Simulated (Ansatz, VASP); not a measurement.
## Ir: VASP beside Ansatz

Contents of INCAR:

```
SYSTEM = Ir
PREC = Accurate ; ENCUT = 520
EDIFF = 1E-7 ; ISMEAR = 0
SIGMA = 0.15 ; LREAL = .False.
LASPH = .True. ; NELM = 80
ALGO = Fast ; ISIF = 2
LWAVE = .False. ; LCHARG = .False.
GGA = PS ; NBANDS = 10
```

Contents of KPOINTS:

```
Automatic mesh
0
Gamma
  22 22 22
  0 0 0
```

POSCAR

```
Ir
1.0
    0.0000000000      2.0732760000      1.9964880000
    2.0732760000      0.0000000000      1.9964880000
    2.0732760000      2.0732760000      0.0000000000
Ir
1
Direct
    0.0000000000      0.0000000000      0.0000000000
```

Input for Ansatz:

```yaml
crystal:
  lattice:
    - [0.0, 2.073276, 1.996488]
    - [2.073276, 0.0, 1.996488]
    - [2.073276, 2.073276, 0.0]
  atoms:
    - { symbol: Ir, position: [0.0, 0.0, 0.0] }
basis:
  ecutwfc: 420
kpoints:
  mp_grid: { grid: [22, 22, 22] }
hamiltonian:
  xc: pbesol
scf:
  occupations: { method: gaussian, width: 0.15 }
output:
  forces: true
  stress: true
  eigenvalues: true
```

Change from the starting cell: strain +0.080 along x and y, +0.040 along z, atoms carried along.

Alike in both runs: task single point; functional PBEsol; k mesh 22 × 22 × 22; occupations gaussian, width 0.15 eV; no spin polarisation.

|  | VASP | Ansatz |
| --- | --- | --- |
| version | VASP 6.6.1 | Ansatz 0.2.0 |
| potentials or method | VASP PAW PBE potentials, release 64 (Ir), cutoff 520 eV | scalar-relativistic, plane waves, PAW |
| valence electrons in the cell | 9 | 17 |

```csv
,VASP,Ansatz,Ansatz less VASP
gap on the k mesh at the Fermi level (eV),none,none,-
pressure (GPa),-45.7,-46.0,-0.24
"traceless stress, the component that is largest in VASP (GPa)",5.20,5.23,+0.032
```

VASP's potentials were made for PBE, not for PBEsol. A gap of «none» marks a metal or a gap that the smearing closes. Both programs put the cell under strong tension, so it lies far from rest at this level. VASP's potentials hold 9 valence electrons a cell and Ansatz's 17, so a difference there can come from the potentials and not from the codes.

Spin-orbit coupling is off throughout. Noted on VASP's run: the cell as given lies far from equilibrium.
